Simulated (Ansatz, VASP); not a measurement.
## One calculation of Al, two programs

```
Al
1.0
     2.84305    0.00000    0.00000
    -1.42153    2.46216    0.00000
     0.00000    0.00000    9.63880
Al
4
Direct
  0.00000 0.00000 0.00000
  0.33333 0.66667 0.25000
  0.00000 0.00000 0.50000
  0.66667 0.33333 0.75000
```

Alike in both runs: task single point; functional PBE; dispersion D3(BJ); k mesh 18 × 18 × 6; occupations gaussian, width 0.15 eV; no spin polarisation.

|  | VASP | Ansatz |
| --- | --- | --- |
| version | VASP 6.6.1 | Ansatz 0.2.0 |
| potentials or method | VASP PAW PBE potentials, release 64 (Al), cutoff 520 eV | scalar-relativistic, plane waves, PAW |
| valence electrons in the cell | 12 | 12 |

Ansatz gave:

```
gap on the k mesh at the Fermi level (eV)                     : none
pressure (GPa)                                                : -4.5
traceless stress, the component that is largest in VASP (GPa) : -1.52
```

Question: Which values does VASP return?

Answer: gap on the k mesh at the Fermi level (eV): none; pressure (GPa): -4.5; traceless stress, the component that is largest in VASP (GPa): -1.51.

A gap of «none» marks a metal or a gap that the smearing closes.
